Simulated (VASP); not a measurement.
# GaP (R-3m) in VASP: single point with PBEsol

Aim: the single point of GaP with PBEsol.

All numbers are computed with VASP 6.6.1; they aren't measurements. Logs are shortened: lines on timing, memory, paths and dates and some standing lists are left out, and cuts for length are marked.

### Step 1. The cell of the first run

Symmetry: R-3m, No. 166, trigonal system. Conventional cell: a = 3.830 Å, b = 3.830 Å, c = 57.228 Å, α = 90.00°, β = 90.00°, γ = 120.00°. Within 3.1 Å of Ga (site symmetry 3m) lie 3 P at 2.37 Å and 1 Ga at 2.45 Å. Within 3.1 Å of Ga (site symmetry 3m) lie 3 P at 2.37 Å and 1 Ga at 2.45 Å. Within 3.1 Å of Ga (site symmetry 3m) lie 3 P at 2.37 Å and 1 Ga at 2.45 Å. Within 3.2 Å of P (site symmetry 3m) lie 3 Ga at 2.37 Å and 3 P at 3.12 Å. P (site symmetry 3m) has 1 P at 2.21 Å and 3 Ga at 2.37 Å within 2.9 Å. P (site symmetry 3m) has 1 P at 2.21 Å and 3 Ga at 2.37 Å within 2.9 Å.

### Step 2. Single point, PBEsol

Input file INCAR:

```
  PREC = Accurate
  ENCUT = 520
  EDIFF = 1E-7
  ISMEAR = 0
  SIGMA = 0.05
  LREAL = F
  LASPH = T
  NELM = 60
  ALGO = Fast
  ISIF = 2
  LWAVE = F
  LCHARG = F
  GGA = PS
  ISYM = 0
  NBANDS = 66
```

Input file KPOINTS:

```
regular mesh
0
Gamma
  8 8 2
```

Input file POSCAR:

```
GaP
1.0
   -3.8296334783      0.0000000000      0.0000000000
   -1.9148167392     -3.3165598794      0.0000000000
   -1.9148167392     -1.1055199598     19.0758891861
Ga P
6 6
Direct
    0.5213890759      0.5213890759      0.4358327722
   -0.0341664796      0.9658335204      0.1024994389
    0.0769446315      0.0769446315      0.7691661056
    0.4785887019      0.4785887019      0.5642338944
    0.9230331463      0.9230331463      0.2309005611
    0.0341442574      0.0341442574      0.8975672278
    0.6473900484      0.6473900484      0.0578298548
    0.7585011595      0.7585011595      0.7244965214
    0.2029456040      0.2029456040      0.3911631881
    0.3525877294      0.3525877294      0.9422368119
    0.7970321738      0.7970321738      0.6089034786
    0.2414766183      0.2414766183      0.2755701452
```

Potentials or basis: VASP PAW PBE potentials, release 64 (Ga_d, P).

On the command line:

```sh
cat potpaw_PBE.64/Ga_d/POTCAR potpaw_PBE.64/P/POTCAR > POTCAR
mpirun -np 1 vasp_std > vasp.out
```

OUTCAR:

```text
PREC = Accurate
   ENCUT = 520
   EDIFF = 1E-7
   ISMEAR = 0
   LREAL = F
   LASPH = T
   NELM = 60
   ISIF = 2
   GGA = PS
   ISYM = 0

 ion  position               nearest neighbor table
   1  0.521  0.521  0.436-   9 2.37   9 2.37   9 2.37   4 2.45
   2  0.966  0.966  0.102-   7 2.37   7 2.37   7 2.37   5 2.45
   3  0.077  0.077  0.769-   8 2.37   8 2.37   8 2.37   6 2.45
   4  0.479  0.479  0.564-  11 2.37  11 2.37  11 2.37   1 2.45
   5  0.923  0.923  0.231-  12 2.37  12 2.37  12 2.37   2 2.45
   6  0.034  0.034  0.898-  10 2.37  10 2.37  10 2.37   3 2.45
   7  0.647  0.647  0.058-   2 2.37   2 2.37   2 2.37
   8  0.759  0.759  0.724-  11 2.21   3 2.37   3 2.37   3 2.37
   9  0.203  0.203  0.391-  12 2.21   1 2.37   1 2.37   1 2.37
  10  0.353  0.353  0.942-   6 2.37   6 2.37   6 2.37
  11  0.797  0.797  0.609-   8 2.21   4 2.37   4 2.37   4 2.37
  12  0.241  0.241  0.276-   9 2.21   5 2.37   5 2.37   5 2.37

IMPORTANT INFORMATION: All symmetrisations will be switched off!
NOSYMM: (Re-)initialisation of all symmetry stuff for point group C_1.

----------------------------------------------------------------------------------------

                                     Primitive cell

  volume of cell :     242.2869

  direct lattice vectors                    reciprocal lattice vectors
    -3.829633478  0.000000000  0.000000000    -0.261121594  0.150758623 -0.017474065
    -1.914816739 -3.316559879  0.000000000     0.000000000 -0.301517246 -0.017474065
    -1.914816739 -1.105519960 19.075889186     0.000000000  0.000000000  0.052422196

  length of vectors
     3.829633478  3.829633478 19.203599813     0.302023165  0.302023165  0.052422196

  position of ions in fractional coordinates (direct lattice)
     0.521389076  0.521389076  0.435832772
     0.965833520  0.965833520  0.102499439
     0.076944631  0.076944631  0.769166106
     0.478588702  0.478588702  0.564233894
     0.923033146  0.923033146  0.230900561
     0.034144257  0.034144257  0.897567228
     0.647390048  0.647390048  0.057829855
     0.758501159  0.758501159  0.724496521
     0.202945604  0.202945604  0.391163188
     0.352587729  0.352587729  0.942236812
     0.797032174  0.797032174  0.608903479
     0.241476618  0.241476618  0.275570145

  ion indices of the primitive-cell ions
   primitive index   ion index
                 1           1
                 2           2
                 3           3
                 4           4
                 5           5
                 6           6
                 7           7
                 8           8
[... 110 lines left out ...]
   NUPDOWN=      -1.0000    fix difference up-down
   EMIN   =  10.00;   EMAX   =-10.00  energy-range for DOS
   EFERMI =   0.00;   METHOD = LEGACY
   ISMEAR =     0;   SIGMA  =   0.05  broadening in eV -4-tet -1-fermi 0-gaus
   EFERMI_NEDOS =   21; number of points for ismear=-14 and -15
   IALGO  =     68    algorithm
   IMIX   =      4    mixing-type and parameters
     AMIX     =   0.40;   BMIX     =  1.00
     AMIX_MAG =   1.60;   BMIX_MAG =  1.00
  volume/ion in A,a.u.               =      20.19       136.25
  Fermi-wavevector in a.u.,A,eV,Ry     =   1.250565  2.363224 21.278312  1.563912
  Thomas-Fermi vector in A             =   2.384553
   LORBIT       =      0    0 simple, 1 ext, 2 COOP (PROOUT), +10 PAW based schemes
   GGA     = PS    functional components
   LHFCALC =     F    Hartree Fock is set to
   AEXX    =    0.0000 exact exchange contribution
   IVDW    =     0    specifies the selected vdW correction
   LEPSILON=     F    determine dielectric tensor
   LRPA    =     F    only Hartree local field effects (RPA)
 non-spin polarized calculation
 RMM-DIIS sequential band-by-band and
 Gauss-broadening in eV      SIGMA  =   0.05
  energy-cutoff  :      520.00
  volume of cell :      242.29
 maximum number of plane-waves:      6557
   NGX = 15   NGY = 15   NGZ = 71

 number of electron     108.0000036 magnetization

 Free energy of the ion-electron system (eV)
  ---------------------------------------------------
  ext. energy  EPLUGINS =         0.00000000
  ---------------------------------------------------
  free energy    TOTEN  =       -56.46581051 eV

  energy without entropy =      -56.46281476  energy(sigma->0) =      -56.46431264

 E-fermi :   4.7254     XC(G=0): -10.0868

 val. band max:        4.6996450431   @ k =  -0.1250   0.1250   0.5000
 cond. band min:       4.7317473016   @ k =   0.1250   0.2500   0.5000
 fundamental gap:      0.0321022585
 Fermi energy:         4.7253819043

 k-point     1 :       0.0000    0.0000    0.0000
  band No.  band energies     occupation
      1     -10.1820      2.00000
      2     -10.0325      2.00000
      3     -10.0325      2.00000
      4     -10.0149      2.00000
      5     -10.0149      2.00000
      6      -9.9771      2.00000
[... 1645 lines left out ...]
     65       9.2527      0.00000
     66       9.4650      0.00000

 [... further k-points ...]

------------------------ aborting loop because EDIFF is reached ----------------------------------------

  FORCE on cell =-STRESS in cart. coord.  units (eV):
  Direction    XX          YY          ZZ          XY          YZ          ZX
  --------------------------------------------------------------------------------------
  -------------------------------------------------------------------------------------
  Total       -1.9235655     -1.8495646      0.2487203     -0.0641232      0.0615730      0.1066224
  in kB      -12.7200175    -12.2306699      1.6447201     -0.4240292      0.4071655      0.7050652
  external PRESSURE =      -7.7686557 kB  Pullay stress =       0.0000000 kB

 VOLUME and BASIS-vectors are now :
 -----------------------------------------------------------------------------
  energy-cutoff  :      520.00
  volume of cell :      242.29
      direct lattice vectors                 reciprocal lattice vectors
    -3.829633478  0.000000000  0.000000000    -0.261121594  0.150758623 -0.017474065
    -1.914816739 -3.316559879  0.000000000     0.000000000 -0.301517246 -0.017474065
    -1.914816739 -1.105519960 19.075889186     0.000000000  0.000000000  0.052422196

 POSITION                                       TOTAL-FORCE (eV/Angst)
 -----------------------------------------------------------------------------------
     -3.82963     -2.21104      8.31390        -0.000016     -0.000010     -0.051533
     -5.74445     -3.31656      1.95527        -0.002858     -0.001649     -0.311890
     -1.91482     -1.10552     14.67253        -0.005492     -0.003170     -0.154802
     -3.82963     -2.21104     10.76326         0.000028      0.000016      0.051515
     -5.74445     -3.31656      4.40463         0.005513      0.003184      0.154774
     -1.91482     -1.10552     17.12189         0.002854      0.001651      0.311855
     -3.82963     -2.21104      1.10316         0.004483      0.002594      0.178031
     -5.74445     -3.31656     13.82042         0.003241      0.001870      0.092379
     -1.91482     -1.10552      7.46179         0.001054      0.000599      0.071835
     -3.82963     -2.21104     17.97401        -0.004501     -0.002600     -0.178015
     -5.74445     -3.31656     11.61538        -0.001062     -0.000605     -0.071807
     -1.91482     -1.10552      5.25675        -0.003245     -0.001880     -0.092342
 -----------------------------------------------------------------------------------
    total drift:                                0.000010      0.000005     -0.000177

  FREE ENERGIE OF THE ION-ELECTRON SYSTEM (eV)
  ---------------------------------------------------
  free  energy   TOTEN  =       -56.4658105131 eV

  energy  without entropy=      -56.4628147585  energy(sigma->0) =      -56.46431264
```

OSZICAR:

```text
N       E                     dE             d eps       ncg     rms          rms(c)
DAV:   1     0.109021753882E+04    0.10902E+04   -0.47436E+04  9872   0.244E+03
DAV:   2     0.160434185745E+03   -0.92978E+03   -0.89453E+03  9224   0.687E+02
DAV:   3    -0.402549018766E+02   -0.20069E+03   -0.19079E+03 10702   0.206E+02
[... 11 lines left out ...]
RMM:  15    -0.564658094619E+02   -0.31854E-05   -0.27028E-05 13334   0.123E-02    0.787E-03
RMM:  16    -0.564658097848E+02   -0.32289E-06   -0.11674E-05 11512   0.796E-03    0.181E-03
RMM:  17    -0.564658102440E+02   -0.45915E-06   -0.49141E-06 10273   0.448E-03    0.183E-03
RMM:  18    -0.564658104195E+02   -0.17550E-06   -0.20979E-06  9005   0.316E-03    0.337E-04
RMM:  19    -0.564658105131E+02   -0.93632E-07   -0.96311E-07  8090   0.208E-03
   1 F= -.56465811E+02 E0= -.56464313E+02  d E =-.299575E-02
```

stdout:

```text
POSCAR found type information on POSCAR GaP
 POSCAR found :  2 types and      12 ions
 scaLAPACK will be used
 -----------------------------------------------------------------------------
|                                                                             |
|                                                                             |
|     You enforced a specific xc type in the INCAR file but a different       |
[... 22 lines left out ...]
 -----------------------------------------------------------------------------

 POSCAR, INCAR and KPOINTS ok, starting setup
 FFT: planning ... GRIDC
 FFT: planning ... GRID_SOFT
 FFT: planning ... GRID
 WAVECAR not read
 entering main loop
WARNING in EDDRMM: call to ZHEGV failed, returncode =   8  4     63
```

It took 27 min on 1 thread of Oxide Virtual Turin-like, shared host; peak memory 0.81 GiB.

What came out:

```
Free energy            : -56.4658 eV
Pressure               : -0.8 GPa
Largest force          : 0.312 eV/Å
Band gap on the k mesh : zero (bands 54 and 55 overlap by 0.56 eV)
```

Forces in eV/Å, atoms in the order of the input:
```
Ga   0.000  0.000 -0.052
Ga  -0.003 -0.002 -0.312
Ga  -0.005 -0.003 -0.155
Ga   0.000  0.000  0.052
Ga   0.006  0.003  0.155
Ga   0.003  0.002  0.312
P    0.004  0.003  0.178
P    0.003  0.002  0.092
P    0.001  0.001  0.072
P   -0.005 -0.003 -0.178
P   -0.001 -0.001 -0.072
P   -0.003 -0.002 -0.092
```

Stress tensor (GPa, compression positive):
```
-1.27 -0.04  0.07
-0.04 -1.22  0.04
 0.07  0.04  0.16
```

Levels at points of the mesh, in eV from the Fermi level:
```
           k point  band 52  band 53  band 54  band 55  band 56  band 57
(0.00, 0.00, 0.00)    -0.03    -0.03     0.24     0.86     1.13     1.14
(0.50, 0.00, 0.00)    -1.42    -1.00    -0.64    -0.29     1.11     1.34
(0.00, 0.50, 0.00)    -1.42    -1.00    -0.64    -0.29     1.11     1.34
(0.50, 0.50, 0.00)    -1.53    -1.32    -0.97     0.08     1.11     1.36
(0.00, 0.00, 0.50)    -0.17     0.01     0.01     1.09     1.14     1.54
(0.50, 0.00, 0.50)    -1.53    -1.32    -0.97     0.08     1.11     1.36
(0.00, 0.50, 0.50)    -1.53    -1.32    -0.97     0.08     1.11     1.36
(0.50, 0.50, 0.50)    -1.42    -1.00    -0.64    -0.29     1.11     1.34
```

Caveat: semilocal functionals underestimate gaps, so a narrow gap can read as zero; the PAW data sets were made with another functional, which shifts forces and pressure a little.
